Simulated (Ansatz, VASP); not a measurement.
**TaN in VASP and in Ansatz**

Contents of INCAR:

```
ALGO     = Normal         # electronic algorithm
EDIFF    = 1E-6           # SCF threshold, eV
EDIFFG   = -0.005         # ionic threshold
ENCUT    = 600            # plane-wave cutoff, eV
GGA      = PE             # functional
GGA_COMPAT= F            
IBRION   = 2              # ionic algorithm
ISIF     = 3              # what is computed and relaxed
ISMEAR   = -1             # smearing method
LASPH    = T              # aspherical terms in the spheres
LCHARG   = F              # write CHGCAR
LMAXMIX  = 4              # l up to which the mixer works
LNONCOLLINEAR= T              # non-collinear magnetism
LORBIT   = 11             # projections on sites
LORBMOM  = T            
LREAL    = F              # projectors in reciprocal space
LSORBIT  = T              # spin-orbit coupling
LWAVE    = F              # write WAVECAR
MAGMOM   = 0 0 0 0 0 0    # initial moments
NELM     = 150            # most SCF steps
NSW      = 30             # ionic steps
PREC     = Accurate       # precision mode
SIGMA    = 0.02           # smearing width, eV
```

File KPOINTS:

```
k-points
0
Gamma
  11 11 11
```

Contents of POSCAR:

```
TaN
1.0
    0.0000000000      2.2085294952      2.2085294952
    2.2085294952      0.0000000000      2.2085294952
    2.2085294952      2.2085294952      0.0000000000
Ta N
1 1
Direct
    0.5000000000      0.5000000000      0.5000000000
    0.0000000000      0.0000000000      0.0000000000
```

Input for Ansatz:

```yaml
crystal:
  lattice:
    - [0.0, 2.2085294952, 2.2085294952]
    - [2.2085294952, 0.0, 2.2085294952]
    - [2.2085294952, 2.2085294952, 0.0]
  atoms:
    - { symbol: Ta, position: [0.5, 0.5, 0.5] }
    - { symbol: "N", position: [0.0, 0.0, 0.0] }
kpoints:
  mp_grid: { grid: [11, 11, 11] }
scf:
  occupations: { method: fermi_dirac, width: 0.02 }
hamiltonian:
  xc: pbe
  pseudopotentials: { kind: all_electron, lapw: { basis_error: 0.0005 } }
output:
  forces: true
  stress: true
  eigenvalues: true
relax:
  f_tol: 0.005
  max_steps: 10
  cell: {}
magnetization:
  noncollinear: true
  spin_orbit: true
```

Alike in both runs: task relaxation of cell and atoms; functional PBE; k mesh 11 × 11 × 11; occupations fermi-dirac, width 0.02 eV; non-collinear spin, spin-orbit coupling.

|  | VASP | Ansatz |
| --- | --- | --- |
| version | VASP 6.6.1 | Ansatz 0.2.0 |
| potentials or method | VASP PAW PBE potentials, release 64 (Ta_pv, N), cutoff 600 eV | all-electron LAPW |

|  | VASP | Ansatz | Ansatz less VASP |
| --- | --- | --- | --- |
| net moment per atom (μB) | 0.00 | 0.00 | 0.000 |
| relaxed volume (Å³/atom) | 10.82 | 10.78 | -0.040 |
| relaxed cell length with the largest relative difference (Å) | 3.128 | 3.124 | -0.0038 |

Ansatz ran all-electron here, and VASP with PAW potentials.
